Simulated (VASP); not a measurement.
# Ni (Fm-3m) in VASP: further runs

Runs on Ni. Level: r2SCAN. Tasks: single point.

Program: VASP 6.6.1. These are calculated values, not measurements. Logs are shortened: lines on timing, memory, paths and dates and some standing lists are left out, and cuts for length are marked.

### 1 The cell of the first run

Symmetry: Fm-3m, No. 225, cubic system. Conventional cell: a = 3.417 Å, b = 3.417 Å, c = 3.417 Å, α = 90.00°, β = 90.00°, γ = 90.00°. Within 3.2 Å of Ni (site symmetry m-3m) lie 12 Ni at 2.42 Å.

### 2 Single point, r2SCAN

Contents of POSCAR:

```
Ni
1.0
    0.0000000000      1.7083432753      1.7083432753
    1.7083432753      0.0000000000      1.7083432753
    1.7083432753      1.7083432753      0.0000000000
Ni
1
Direct
    0.0000000000      0.0000000000      0.0000000000
```

Contents of INCAR.step1:

```
  ALGO = Normal
  EDIFF = 1E-4
  ENCUT = 520
  GGA = PE
  ISMEAR = -1
  LASPH = True
  LCHARG = False
  LREAL = False
  LWAVE = True
  NBANDS = 11
  NELM = 60
  PREC = Accurate
  SIGMA = 0.1
```

Contents of INCAR.step2:

```
  ALGO = Normal
  EDIFF = 1E-7
  ENCUT = 520
  ISIF = 2
  ISMEAR = -1
  ISTART = 1
  LASPH = True
  LCHARG = False
  LMIXTAU = True
  LREAL = False
  LWAVE = False
  METAGGA = R2SCAN
  NBANDS = 11
  NELM = 60
  PREC = Accurate
  SIGMA = 0.1
```

Contents of KPOINTS:

```
k-points
0
Gamma
  16 16 16
```

Potentials or basis: VASP PAW PBE potentials, release 64 (Ni).

On the command line:

```console
> cat potpaw_PBE.64/Ni/POTCAR > POTCAR
> cp INCAR.step1 INCAR
> mpirun -np 1 vasp_std > vasp.out
> cp INCAR.step2 INCAR
> mpirun -np 1 vasp_std > vasp.out
```

OUTCAR:

```text
EDIFF = 1E-7
   ENCUT = 520
   ISIF = 2
   ISMEAR = -1
   ISTART = 1
   LASPH = True
   LREAL = False
   METAGGA = R2SCAN
   NELM = 60
   PREC = Accurate

 ion  position               nearest neighbor table
   1  0.000  0.000  0.000-

  LATTYP: Found a face centered cubic cell.
 ALAT       =     3.4166865506

  Lattice vectors:

 A1 = (   0.0000000000,   1.7083432753,   1.7083432753)
 A2 = (   1.7083432753,   0.0000000000,   1.7083432753)
 A3 = (   1.7083432753,   1.7083432753,   0.0000000000)

Analysis of symmetry for initial positions (statically):
=====================================================================
 Subroutine PRICEL returns:
 Original cell was already a primitive cell.

 Routine SETGRP: Setting up the symmetry group for a
 face centered cubic supercell.

 Subroutine GETGRP returns: Found 48 space group operations
 (whereof 48 operations were pure point group operations)
 out of a pool of 48 trial point group operations.

The static configuration has the point symmetry O_h .

Analysis of symmetry for dynamics (positions and initial velocities):
=====================================================================
 Subroutine PRICEL returns:
 Original cell was already a primitive cell.

 Routine SETGRP: Setting up the symmetry group for a
 face centered cubic supercell.

 Subroutine GETGRP returns: Found 48 space group operations
 (whereof 48 operations were pure point group operations)
 out of a pool of 48 trial point group operations.

The dynamic configuration has the point symmetry O_h .

 Subroutine INISYM returns: Found 48 space group operations
 (whereof 48 operations are pure point group operations),
 and found     1 'primitive' translations

----------------------------------------------------------------------------------------

                                     Primitive cell

  volume of cell :       9.9714

  direct lattice vectors                    reciprocal lattice vectors
     0.000000000  1.708343275  1.708343275    -0.292681224  0.292681224  0.292681224
     1.708343275  0.000000000  1.708343275     0.292681224 -0.292681224  0.292681224
     1.708343275  1.708343275  0.000000000     0.292681224  0.292681224 -0.292681224

  length of vectors
     2.415962229  2.415962229  2.415962229     0.506938750  0.506938750  0.506938750

  position of ions in fractional coordinates (direct lattice)
     0.000000000  0.000000000  0.000000000

  ion indices of the primitive-cell ions
   primitive index   ion index
                 1           1

----------------------------------------------------------------------------------------

 KPOINTS: k-points

Automatic generation of k-mesh.
 Grid dimensions read from file:
 generate k-points for:   16   16   16

 Generating k-lattice:

  Cartesian coordinates                     Fractional coordinates (reciprocal lattice)
    -0.018292576  0.018292576  0.018292576     0.062500000  0.000000000  0.000000000
     0.018292576 -0.018292576  0.018292576     0.000000000  0.062500000  0.000000000
     0.018292576  0.018292576 -0.018292576     0.000000000  0.000000000  0.062500000

  Length of vectors
     0.031683672  0.031683672  0.031683672

  Shift w.r.t. Gamma in fractional coordinates (k-lattice)
     0.000000000  0.000000000  0.000000000

 Subroutine IBZKPT returns following result:
 ===========================================

 Found    145 irreducible k-points:

 Following reciprocal coordinates:
            Coordinates               Weight
  0.000000  0.000000  0.000000      1.000000
  0.062500  0.000000  0.000000      8.000000
  0.125000  0.000000  0.000000      8.000000
  0.187500  0.000000  0.000000      8.000000
  0.250000  0.000000  0.000000      8.000000
  0.312500  0.000000  0.000000      8.000000
[... 16 lines left out ...]
 -0.125000  0.062500  0.000000     24.000000
 -0.062500  0.062500  0.000000     12.000000
 [... further k-points ...]
   k-points           NKPTS =    145   k-points in BZ     NKDIM =    145   number of bands    NBANDS=     11
   number of dos      NEDOS =    301   number of ions     NIONS =      1
   total plane-waves  NPLWV =   5832
   dimension x,y,z NGX =    18 NGY =   18 NGZ =   18
   dimension x,y,z NGXF=    36 NGYF=   36 NGZF=   36
   ions per type =               1
   NGX,Y,Z   is equivalent  to a cutoff of  12.39, 12.39, 12.39 a.u.
   NGXF,Y,Z  is equivalent  to a cutoff of  24.77, 24.77, 24.77 a.u.
 SYSTEM =  unknown system
   PREC   = accura    normal or accurate (medium, high low for compatibility)
   ISTART =      1    job   : 0-new  1-cont  2-samecut
   ICHARG =      0    charge: 1-file 2-atom 10-const
   ISPIN  =      1    spin polarized calculation?
   LNONCOLLINEAR =      F non collinear calculations
   LSORBIT =      F    spin-orbit coupling
   LASPH  =      T    aspherical Exc in radial PAW
   ENCUT  =  520.0 eV  38.22 Ry    6.18 a.u.   4.49  4.49  4.49*2*pi/ulx,y,z
   NELM   =     60;   NELMIN=  2; NELMDL=  0     # of ELM steps
[... 56 lines left out ...]
  band No.  band energies     occupation
      1       0.4574      2.00000
      2       8.1292      2.00000
      3       8.1293      2.00000
      4       8.1293      2.00000
      5       9.3282      1.99985
      6       9.3282      1.99985
      7      35.7910      0.00000
      8      40.8135      0.00000
      9      40.8135      0.00000
     10      40.8136      0.00000
     11      43.8964      0.00000

 k-point     2 :       0.0625    0.0000    0.0000
  band No.  band energies     occupation
      1       0.6270      2.00000
      2       8.0786      2.00000
      3       8.1695      2.00000
      4       8.1696      2.00000
      5       9.3106      1.99987
      6       9.3106      1.99987
      7      35.3537      0.00000
      8      38.7690      0.00000
      9      40.4366      0.00000
     10      40.4366      0.00000
     11      44.4445      0.00000

 k-point     3 :       0.1250    0.0000    0.0000
  band No.  band energies     occupation
      1       1.1259      2.00000
      2       7.9442      2.00000
      3       8.2681      2.00000
      4       8.2681      2.00000
      5       9.2798      1.99991
      6       9.2798      1.99991
      7      33.1694      0.00000
      8      37.2421      0.00000
      9      39.7433      0.00000
     10      39.7433      0.00000
     11      45.0372      0.00000

 k-point     4 :       0.1875    0.0000    0.0000
  band No.  band energies     occupation
      1       1.9195      2.00000
      2       7.7786      2.00000
      3       8.3520      2.00000
      4       8.3520      2.00000
      5       9.3061      1.99988
      6       9.3061      1.99988
      7      29.8619      0.00000
      8      36.6568      0.00000
      9      39.1033      0.00000
     10      39.1033      0.00000
     11      45.1339      0.00000

 k-point     5 :       0.2500    0.0000    0.0000
  band No.  band energies     occupation
      1       2.9286      2.00000
      2       7.6760      2.00000
      3       8.3394      2.00000
      4       8.3394      2.00000
      5       9.4626      1.99943
      6       9.4626      1.99943
      7      26.4899      0.00000
      8      36.0518      0.00000
      9      38.6071      0.00000
     10      38.6072      0.00000
     11      44.4502      0.00000
[... 211 lines left out ...]
 k-point    21 :      -0.2500    0.0625    0.0000
  band No.  band energies     occupation
      1       3.4156      2.00000
      2       7.6046      2.00000
      3       8.2861      2.00000
      4       8.3747      2.00000
      5       9.3521      1.99981
      6       9.8022      1.98298
      7      25.5072      0.00000
      8      33.9475      0.00000
      9      37.9755      0.00000
     10      40.9020      0.00000
     11      42.2252      0.00000

 k-point    22 :      -0.1875    0.0625    0.0000
  band No.  band energies     occupation
      1       2.3753      2.00000
      2       7.6684      2.00000
      3       8.3599      2.00000
      4       8.4257      2.00000
      5       9.1548      1.99997
      6       9.5448      1.99869
      7      28.8341      0.00000
      8      34.4575      0.00000
      9      38.7636      0.00000
     10      41.1946      0.00000
     11      43.1817      0.00000

 k-point    23 :      -0.1250    0.0625    0.0000
  band No.  band energies     occupation
      1       1.5044      2.00000
      2       7.8302      2.00000
      3       8.3376      2.00000
      4       8.3463      2.00000
      5       9.1414      1.99998
      6       9.4005      1.99969
      7      32.1854      0.00000
      8      35.1994      0.00000
      9      39.1775      0.00000
     10      41.5040      0.00000
     11      43.3631      0.00000

 k-point    24 :      -0.0625    0.0625    0.0000
  band No.  band energies     occupation
      1       0.9064      2.00000
      2       7.9876      2.00000
      3       8.2283      2.00000
      4       8.2466      2.00000
      5       9.2268      1.99995
      6       9.3470      1.99982
      7      34.5922      0.00000
      8      36.8834      0.00000
      9      39.3116      0.00000
     10      41.4132      0.00000
     11      44.0492      0.00000

 [... further k-points ...]

------------------------ aborting loop because EDIFF is reached ----------------------------------------

  FORCE on cell =-STRESS in cart. coord.  units (eV):
  Direction    XX          YY          ZZ          XY          YZ          ZX
  --------------------------------------------------------------------------------------
  -------------------------------------------------------------------------------------
  Total        0.7257431      0.7257431      0.7257431     -0.0000000     -0.0000000     -0.0000000
  in kB      116.6106088    116.6106088    116.6106088     -0.0000000     -0.0000000     -0.0000000
  external PRESSURE =     116.6106088 kB  Pullay stress =       0.0000000 kB

 VOLUME and BASIS-vectors are now :
 -----------------------------------------------------------------------------
  energy-cutoff  :      520.00
  volume of cell :        9.97
      direct lattice vectors                 reciprocal lattice vectors
     0.000000000  1.708343275  1.708343275    -0.292681224  0.292681224  0.292681224
     1.708343275  0.000000000  1.708343275     0.292681224 -0.292681224  0.292681224
     1.708343275  1.708343275  0.000000000     0.292681224  0.292681224 -0.292681224

 POSITION                                       TOTAL-FORCE (eV/Angst)
 -----------------------------------------------------------------------------------
      0.00000      0.00000      0.00000         0.000000     -0.000000      0.000000
 -----------------------------------------------------------------------------------
    total drift:                                0.000000     -0.000000      0.000000

  FREE ENERGIE OF THE ION-ELECTRON SYSTEM (eV)
  ---------------------------------------------------
  free  energy   TOTEN  =       -11.8558173091 eV

  energy  without entropy=      -11.7741669174  energy(sigma->0) =      -11.81499211
```

It took 58 s on 1 thread of AMD EPYC 7R13 (Zen 3), shared host; peak memory 0.1 GiB.

Results:

* Free energy: -11.8558 eV
* Pressure: 11.7 GPa
* Band gap on the k mesh: zero (bands 5 and 6 overlap by 1.20 eV)

Levels at points of the mesh, in eV from the Fermi level:
```
           k point  band 2  band 3  band 4  band 5  band 6  band 7  band 8  band 9
(0.00, 0.00, 0.00)   -2.15   -2.15   -2.15   -0.95   -0.95   25.51   30.54   30.54
(0.50, 0.00, 0.00)   -2.25   -2.25   -0.33   -0.05   -0.05    7.00   23.96   27.71
(0.50, 0.50, 0.00)   -4.32   -0.12    0.20    0.20    2.78   10.69   16.64   16.64
```

Caveat: the cell stands under pressure; the PAW data sets were made with another functional, which shifts forces and pressure a little; the run has no spin polarisation, though such a crystal can be magnetic.

### 3 Single point, r2SCAN

POSCAR is that of step 2.

Contents of INCAR.step1:

```
SYSTEM = Ni
PREC = Accurate ; ENCUT = 520
ISMEAR = -1 ; SIGMA = 0.1
LREAL = .FALSE. ; LASPH = .TRUE.
NELM = 80 ; NBANDS = 11
GGA = PE ; ALGO = Normal
EDIFF = 1E-4 ; LWAVE = .TRUE.
LCHARG = .FALSE.
```

Contents of INCAR.step2:

```
SYSTEM = Ni
PREC = Accurate ; ENCUT = 520
EDIFF = 1E-7 ; ISMEAR = -1
SIGMA = 0.1 ; LREAL = .FALSE.
LASPH = .TRUE. ; NELM = 80
ALGO = Normal ; ISIF = 2
LWAVE = .FALSE. ; LCHARG = .TRUE.
METAGGA = R2SCAN ; LMIXTAU = .TRUE.
LELF = .TRUE. ; LVHAR = .TRUE.
NBANDS = 11 ; ISTART = 1
```

Contents of KPOINTS:

```
Automatic mesh
0
G
  16 16 16
  0 0 0
```

Potentials or basis: VASP PAW PBE potentials, release 64 (Ni).

On the command line:

```console
> cat potpaw_PBE.64/Ni/POTCAR > POTCAR
> cp INCAR.step1 INCAR
> mpirun -np 1 vasp_std > vasp.out
> cp INCAR.step2 INCAR
> mpirun -np 1 vasp_std > vasp.out
```

Wall time 60 s (1 thread of AMD EPYC 7R13 (Zen 3), shared host); peak memory 0.1 GiB.

It converged, with:

```
Free energy            : -11.8558 eV
Pressure               : 11.7 GPa
Band gap on the k mesh : zero (bands 5 and 6 overlap by 1.20 eV)
```

Levels at points of the mesh, in eV from the Fermi level:
```
           k point  band 3  band 4  band 5  band 6  band 7  band 8
(0.00, 0.00, 0.00)   -2.15   -2.15   -0.95   -0.95   25.51   30.54
(0.50, 0.00, 0.00)   -2.25   -0.33   -0.05   -0.05    7.00   23.96
(0.50, 0.50, 0.00)   -0.12    0.20    0.20    2.78   10.69   16.64
```

Caveat: the cell stands under pressure; the PAW data sets were made with another functional, which shifts forces and pressure a little; the run has no spin polarisation, though such a crystal can be magnetic.

### 4 Single point, r2SCAN

This run uses another cell than the first one, of 10.30 Å³/atom.

Contents of POSCAR:

```
Ni
1.0
    0.0000000000      1.7267139664      1.7267139664
    1.7267139664      0.0000000000      1.7267139664
    1.7267139664      1.7267139664      0.0000000000
Ni
1
Direct
    0.0000000000      0.0000000000      0.0000000000
```

INCAR.step1 is that of step 3.

Contents of INCAR.step2:

```
SYSTEM = Ni
PREC = Accurate ; ENCUT = 520
EDIFF = 1E-6 ; ISMEAR = -1
SIGMA = 0.1 ; LREAL = .FALSE.
LASPH = .TRUE. ; NELM = 80
ALGO = Normal ; ISIF = 2
LWAVE = .FALSE. ; LCHARG = .FALSE.
METAGGA = R2SCAN ; LMIXTAU = .TRUE.
NBANDS = 11 ; ISTART = 1
```

KPOINTS is that of step 3.

On the command line:

```console
> cat potpaw_PBE.64/Ni/POTCAR > POTCAR
> cp INCAR.step1 INCAR
> mpirun -np 1 vasp_std > vasp.out
> cp INCAR.step2 INCAR
> mpirun -np 1 vasp_std > vasp.out
```

Wall time 50 s (1 thread of AMD EPYC 7R13 (Zen 3), shared host); peak memory 0.1 GiB.

It converged, with:

```
Free energy            : -11.8708 eV
Pressure               : 3.4 GPa
Band gap on the k mesh : zero (bands 5 and 6 overlap by 1.15 eV)
```

Levels at points of the mesh, in eV from the Fermi level:
| k point | band 2 | band 3 | band 4 | band 5 | band 6 | band 7 | band 8 | band 9 |
| --- | --- | --- | --- | --- | --- | --- | --- | --- |
| (0.00, 0.00, 0.00) | -2.05 | -2.05 | -2.05 | -0.91 | -0.91 | 25.23 | 29.99 | 29.99 |
| (0.50, 0.00, 0.00) | -2.15 | -2.15 | -0.27 | -0.05 | -0.05 | 6.75 | 23.70 | 27.11 |
| (0.50, 0.50, 0.00) | -4.12 | -0.12 | 0.19 | 0.19 | 2.76 | 10.39 | 16.32 | 16.32 |

Caveat: the cell stands under pressure; the PAW data sets were made with another functional, which shifts forces and pressure a little; the run has no spin polarisation, though such a crystal can be magnetic. Spin polarisation is off, so any magnetic state and its effect on volume and gap are missing.

### 5 Single point, r2SCAN

This run uses another cell than the first one, of 10.62 Å³/atom.

Contents of POSCAR:

```
Ni
1.0
    0.0000000000      1.7447018648      1.7447018648
    1.7447018648      0.0000000000      1.7447018648
    1.7447018648      1.7447018648      0.0000000000
Ni
1
Direct
    0.0000000000      0.0000000000      0.0000000000
```

Contents of INCAR.step1:

```
SYSTEM = Ni
PREC = Accurate
ENCUT = 520
ISMEAR = -1
SIGMA = 0.1
LREAL = .False.
LASPH = .True.
NELM = 80
NBANDS = 11
GGA = PE
ALGO = Normal
EDIFF = 1E-4
LWAVE = .True.
LCHARG = .False.
```

Contents of INCAR.step2:

```
SYSTEM = Ni
PREC = Accurate
ENCUT = 520
EDIFF = 1E-6
ISMEAR = -1
SIGMA = 0.1
LREAL = .False.
LASPH = .True.
NELM = 80
ALGO = Normal
ISIF = 2
LWAVE = .False.
LCHARG = .False.
METAGGA = R2SCAN
LMIXTAU = .True.
NBANDS = 11
ISTART = 1
```

Contents of KPOINTS:

```
regular mesh
0
Gamma
  16 16 16
  0 0 0
```

On the command line:

```console
> cat potpaw_PBE.64/Ni/POTCAR > POTCAR
> cp INCAR.step1 INCAR
> mpirun -np 1 vasp_std > vasp.out
> cp INCAR.step2 INCAR
> mpirun -np 1 vasp_std > vasp.out
```

Wall time 50 s (1 thread of AMD EPYC 7R13 (Zen 3), shared host); peak memory 0.1 GiB.

Results (log left out):

```
Free energy            : -11.8703 eV
Pressure               : -3.6 GPa
Band gap on the k mesh : zero (bands 5 and 6 overlap by 1.10 eV)
```

Levels at points of the mesh, in eV from the Fermi level:
| k point | band 3 | band 4 | band 5 | band 6 | band 7 | band 8 |
| --- | --- | --- | --- | --- | --- | --- |
| (0.00, 0.00, 0.00) | -1.96 | -1.96 | -0.87 | -0.87 | 24.96 | 29.47 |
| (0.50, 0.00, 0.00) | -2.05 | -0.21 | -0.05 | -0.05 | 6.52 | 23.44 |
| (0.50, 0.50, 0.00) | -0.12 | 0.18 | 0.18 | 2.74 | 10.10 | 16.01 |

Caveat: the cell stands under tension; the PAW data sets were made with another functional, which shifts forces and pressure a little; the run has no spin polarisation, though such a crystal can be magnetic. Spin polarisation is off, so any magnetic state and its effect on volume and gap are missing.

### 6 Single point, r2SCAN

This run uses another cell than the first one, of 10.62 Å³/atom.

POSCAR is that of step 5.

Contents of INCAR.step1:

```
  PREC = Accurate
  ENCUT = 520
  ISMEAR = -1
  SIGMA = 0.1
  LREAL = False
  LASPH = True
  NELM = 80
  NBANDS = 11
  GGA = PE
  ALGO = Normal
  EDIFF = 1E-4
  LWAVE = True
  LCHARG = False
```

Contents of INCAR.step2:

```
  PREC = Accurate
  ENCUT = 520
  EDIFF = 1E-7
  ISMEAR = -1
  SIGMA = 0.1
  LREAL = False
  LASPH = True
  NELM = 80
  ALGO = Normal
  ISIF = 2
  LWAVE = False
  LCHARG = False
  METAGGA = R2SCAN
  LMIXTAU = True
  NBANDS = 11
  ISTART = 1
```

Contents of KPOINTS:

```
regular mesh
0
Gamma
  16 16 16
```

Potentials or basis: VASP PAW PBE potentials, release 64 (Ni).

On the command line:

```console
> cat potpaw_PBE.64/Ni/POTCAR > POTCAR
> cp INCAR.step1 INCAR
> mpirun -np 1 vasp_std > vasp.out
> cp INCAR.step2 INCAR
> mpirun -np 1 vasp_std > vasp.out
```

Wall time 60 s (1 thread of AMD EPYC 7R13 (Zen 3), shared host); peak memory 0.1 GiB.

The run converged. Its results:

```yaml
Free_energy: -11.8703 eV
Pressure: -3.6 GPa
Band_gap_on_the_k_mesh: zero (bands 5 and 6 overlap by 1.10 eV)
```

Levels at points of the mesh, in eV from the Fermi level:
| k point | band 1 | band 2 | band 3 | band 4 | band 5 | band 6 | band 7 | band 8 | band 9 | band 10 |
| --- | --- | --- | --- | --- | --- | --- | --- | --- | --- | --- |
| (0.00, 0.00, 0.00) | -9.34 | -1.96 | -1.96 | -1.96 | -0.87 | -0.87 | 24.96 | 29.47 | 29.47 | 29.47 |
| (0.50, 0.00, 0.00) | -4.69 | -2.05 | -2.05 | -0.21 | -0.05 | -0.05 | 6.52 | 23.44 | 26.54 | 26.54 |
| (0.50, 0.50, 0.00) | -4.61 | -3.94 | -0.12 | 0.18 | 0.18 | 2.74 | 10.10 | 16.01 | 16.01 | 20.85 |

Caveat: the cell stands under tension; the PAW data sets were made with another functional, which shifts forces and pressure a little; the run has no spin polarisation, though such a crystal can be magnetic.

### 7 The runs side by side

```tsv
cell	gap on the mesh (eV)	pressure (GPa)
a = 2.416 Å, angles 60.0°, 1 atom	none	11.7
a = 2.442 Å, angles 60.0°, 1 atom	none	3.4
a = 2.467 Å, angles 60.0°, 1 atom	none	-3.6
```

Alike in all rows: task single point; level r2SCAN; potentials or basis VASP PAW PBE potentials, release 64 (Ni); no spin polarisation; k mesh 16 × 16 × 16; cutoff (eV) 520; smearing fermi-dirac 0.1 eV.

Caveats: the PAW data sets were made with another functional, which shifts forces and pressure a little; the run has no spin polarisation, though such a crystal can be magnetic; the cell stands under pressure (at least some runs); the cell stands under tension (at least some runs).

Total energies depend on the potentials used, so only differences within one code and one set of settings carry meaning.
